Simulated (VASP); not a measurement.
SrO, 4 atoms in the cell. The structure is hexagonal, space group P6_3/mmc (No. 194). Conventional cell: a = 4.290 Å, b = 4.290 Å, c = 5.184 Å, α = 90.00°, β = 90.00°, γ = 120.00°. Sr (site symmetry -6m2) has 5 O at 2.48 to 2.59 Å within 3.3 Å. O (site symmetry -6m2) has 5 Sr at 2.48 to 2.59 Å within 3.3 Å. 

| Item | Value |
| --- | --- |
| Program | VASP 6.6.1 |
| Task | single point |
| Functional | r2SCAN |
| Potentials or basis | VASP PAW PBE potentials, release 64 (Sr_sv, O) |
| Cutoff | 520 eV |
| k mesh | 6 × 6 × 6 |
| Occupations | gaussian, width 0.02 eV |
| Spin | no spin polarisation |
| Dipole correction | no |
| Further INCAR settings | ALGO = Normal; EDIFF = 1e-07; NBANDS = 24 |

Potentials or basis: VASP PAW PBE potentials, release 64 (Sr_sv, O).

Command:

```bash
$ cat potpaw_PBE.64/Sr_sv/POTCAR potpaw_PBE.64/O/POTCAR > POTCAR
$ cp INCAR.step1 INCAR
$ mpirun -np 1 vasp_std > vasp.out
$ cp INCAR.step2 INCAR
$ mpirun -np 1 vasp_std > vasp.out
```

Hardware: 1 thread of Intel(R) Xeon(R) 6975P-C (Granite Rapids) (shared host).

How long does it take, and how much memory?

Wall time 85 s on 1 thread of Intel(R) Xeon(R) 6975P-C (Granite Rapids), with other jobs on the host, peak memory 0.23 GiB. Counts: k points 28.
